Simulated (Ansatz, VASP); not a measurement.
# Two plane-wave programs on Pb

```
Pb
1.0
     3.48000    0.00000    0.00000
    -1.74000    3.01377    0.00000
     0.00000    0.00000    5.36640
Pb
2
Direct
  0.66667 0.33333 0.75000
  0.33333 0.66667 0.25000
```

Alike in both runs: functional PBEsol; k mesh 7 × 7 × 4; occupations fermi-dirac, width 0.05 eV; no spin polarisation.

|  | VASP | Ansatz |
| --- | --- | --- |
| version | VASP 6.6.1 | Ansatz 0.2.0 |
| potentials or method | VASP PAW PBE potentials, release 64 (Pb_d) | Ansatz PAW |
| plane-wave cutoff (eV) | 520 | 420 |
| valence electrons in the cell | 28 | 28 |
| task | single point | band structure |

Ansatz gave:

```
gap on the k mesh at the Fermi level (eV)                     : none
pressure (GPa)                                                : 3.2
traceless stress, the component that is largest in VASP (GPa) : 1.53
```

Problem. Estimate VASP's values.

Solution. gap on the k mesh at the Fermi level (eV): none; pressure (GPa): 3.1; traceless stress, the component that is largest in VASP (GPa): 1.54.

VASP's potentials were made for PBE, not for PBEsol. A gap of «none» marks a metal or a gap that the smearing closes. The functional is the same, so the differences come from potentials, cutoffs and numerics.

Spin-orbit coupling is off throughout.
